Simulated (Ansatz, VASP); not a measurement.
**Two plane-wave programs on Al2O3**

```
CELL_PARAMETERS angstrom
2.39601 1.38334 4.36056
-2.39601 1.38334 4.36056
0.00000 -2.76668 4.36056
ATOMIC_POSITIONS crystal
Al 0.85216 0.85216 0.85216
Al 0.64784 0.64784 0.64784
Al 0.14784 0.14784 0.14784
Al 0.35216 0.35216 0.35216
O 0.05668 0.75000 0.44332
O 0.75000 0.44332 0.05668
O 0.44332 0.05668 0.75000
O 0.94332 0.25000 0.55668
O 0.25000 0.55668 0.94332
O 0.55668 0.94332 0.25000
```

Alike in both runs: task single point; functional revPBE; k mesh 7 × 7 × 7; occupations fermi-dirac, width 0.05 eV; no spin polarisation.

|  | VASP | Ansatz |
| --- | --- | --- |
| version | VASP 6.6.1 | Ansatz 0.2.0 |
| potentials or method | VASP PAW PBE potentials, release 64 (Al, O) | Ansatz PAW |
| plane-wave cutoff (eV) | 520 | 420 |
| valence electrons in the cell | 48 | 48 |

|  | VASP | Ansatz | Ansatz less VASP |
| --- | --- | --- | --- |
| gap on the k mesh at the Fermi level (eV) | 6.04 | 6.04 | +0.001 |
| least direct gap on the mesh (eV) | 6.04 | 6.04 | +0.001 |
| pressure (GPa) | 5.7 | 6.2 | +0.54 |
| traceless stress, the component that is largest in VASP (GPa) | -0.20 | -0.21 | -0.016 |
| rms of the force components (eV/Å) | 0.011 | 0.014 | +0.0033 |

VASP's potentials were made for PBE, not for revPBE. Atom by atom the forces differ by 0.003 eV/Å (rms over components). The functional is the same, so the differences come from potentials, cutoffs and numerics.

Noted on Ansatz's run: odd divisions of the mesh miss points on the zone boundary, where band edges often lie, so the gap on the mesh can be too wide.
